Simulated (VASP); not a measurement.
Write the native input for VASP 6.6.1 that does the following.

```
Task                   : single point
Functional             : PBE
Potentials or basis    : VASP PAW PBE potentials, release 64 (Ag, Cl)
Cutoff                 : 520 eV
k mesh                 : 8 × 8 × 8
Occupations            : gaussian, width 0.05 eV
Spin                   : no spin polarisation
Dipole correction      : no
Further INCAR settings : ALGO = Normal; EDIFF = 1e-06; NBANDS = 16
```

The structure of AgCl lies in POSCAR:

```
AgCl
1.0
    0.0000000000      2.8060228508      2.8060228508
    2.8060228508      0.0000000000      2.8060228508
    2.8060228508      2.8060228508      0.0000000000
Ag Cl
1 1
Direct
    0.5000000000      0.5000000000      0.5748397732
    0.0000000000      0.0000000000     -0.2277244463
```

This cell differs from its parent crystal: atoms displaced along a vibrational mode.

The input as run:

INCAR

```
  PREC = Accurate
  ENCUT = 520
  EDIFF = 1E-6
  ISMEAR = 0
  SIGMA = 0.05
  LREAL = False
  LASPH = True
  NELM = 80
  ALGO = Normal
  ISIF = 2
  LWAVE = False
  LCHARG = False
  GGA = PE
  NBANDS = 16
```

KPOINTS

```
Automatic mesh
0
Gamma
  8 8 8
```

Potentials or basis: VASP PAW PBE potentials, release 64 (Ag, Cl).

Command:

```sh
$ cat potpaw_PBE.64/Ag/POTCAR potpaw_PBE.64/Cl/POTCAR > POTCAR
$ mpirun -np 1 vasp_std > vasp.out
```

Results of the run:

The pressure is 20.5 GPa and the largest force is 2.024 eV/Å. The band gap on the k mesh is 2.48 eV (least direct gap 2.56 eV).

Caveat: the cell differs from its parent crystal (atoms displaced along a vibrational mode); the cell stands under pressure; forces of over 1 eV/Å act on the atoms, so gaps and moduli don't describe the material at rest.

It took 88 s on 1 thread of Intel Xeon 8259CL, on a shared host, peak memory 0.22 GiB.
